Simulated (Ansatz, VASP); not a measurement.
## One calculation of CsAs, two programs

```xyz
2
Lattice="0.0000 3.6690 3.6690 3.6690 0.0000 3.6690 3.6690 3.6690 0.0000" Properties=species:S:1:pos:R:3 pbc="T T T"
Cs    0.0000    0.0000    0.0000
As    3.6690    3.6690    3.6690
```

Alike in both runs: functional PBE; k mesh 6 × 6 × 6; occupations gaussian, width 0.1 eV; no spin polarisation.

Ansatz relaxed the structure, and its values are those at the end. VASP's run is a single point on that final structure, the one shown.

```csv
,VASP,Ansatz
version,VASP 6.6.1,Ansatz 0.2.0
potentials or method,"VASP PAW PBE potentials, release 64 (Cs_sv, As), cutoff 520 eV","scalar-relativistic, plane waves, PAW"
valence electrons in the cell,14,24
```

|  | VASP | Ansatz | Ansatz less VASP |
| --- | --- | --- | --- |
| gap on the k mesh at the Fermi level (eV) | none | none | - |
| pressure (GPa) | 0.0 | 0.0 | -0.01 |

A gap of «none» marks a metal or a gap that the smearing closes. VASP's potentials hold 14 valence electrons a cell and Ansatz's 24, so a difference there can come from the potentials and not from the codes.

Spin-orbit coupling is off throughout.
